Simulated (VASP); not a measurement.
Set up this calculation in VASP 6.6.1, as the native input.

* Task: single point
* Functional: PBEsol
* Potentials or basis: VASP PAW PBE potentials, release 64 (W_sv, C)
* Cutoff: 520 eV
* k mesh: 24 × 24 × 24
* Occupations: gaussian, width 0.15 eV
* Spin: no spin polarisation
* Dipole correction: no
* Further INCAR settings: ALGO = Normal; EDIFF = 1e-07; NBANDS = 16

The structure of WC lies in POSCAR:

```
WC
1.0
    0.0000000000      2.0640511055      2.1726853742
    2.0640511055      0.0000000000      2.1726853742
    2.0640511055      2.0640511055      0.0000000000
W C
1 1
Direct
    0.0000000000      0.0000000000      0.0000000000
    0.5000000000      0.5000000000      0.5000000000
```

This cell differs from its parent crystal: strain -0.050 along x and y, +0.000 along z.

These files were run (other wordings do the same):

INCAR

```
SYSTEM = WC
PREC = Accurate
ENCUT = 520
EDIFF = 1E-7
ISMEAR = 0
SIGMA = 0.15
LREAL = .False.
LASPH = .True.
NELM = 60
ALGO = Normal
ISIF = 2
LWAVE = .False.
LCHARG = .False.
GGA = PS
NBANDS = 16
```

KPOINTS

```
Automatic mesh
0
Gamma
  24 24 24
  0 0 0
```

Potentials or basis: VASP PAW PBE potentials, release 64 (W_sv, C).

Command:

```console
$ cat potpaw_PBE.64/W_sv/POTCAR potpaw_PBE.64/C/POTCAR > POTCAR
$ mpirun -np 1 vasp_std > vasp.out
```

Results of the run:

The pressure is 54.4 GPa and the band gap on the k mesh is zero (band 9 reaches 15.50 eV, above the bottom of band 10 at 11.95 eV).

Caveat: the cell differs from its parent crystal (strain -0.050 along x and y, +0.000 along z); the PAW data sets were made with another functional, which shifts forces and pressure a little; spin-orbit coupling is left out, which moves the levels of the heavy elements.

Wall time 3 min on 1 thread of Intel Xeon 6975P-C (shared host), peak memory 0.42 GiB.
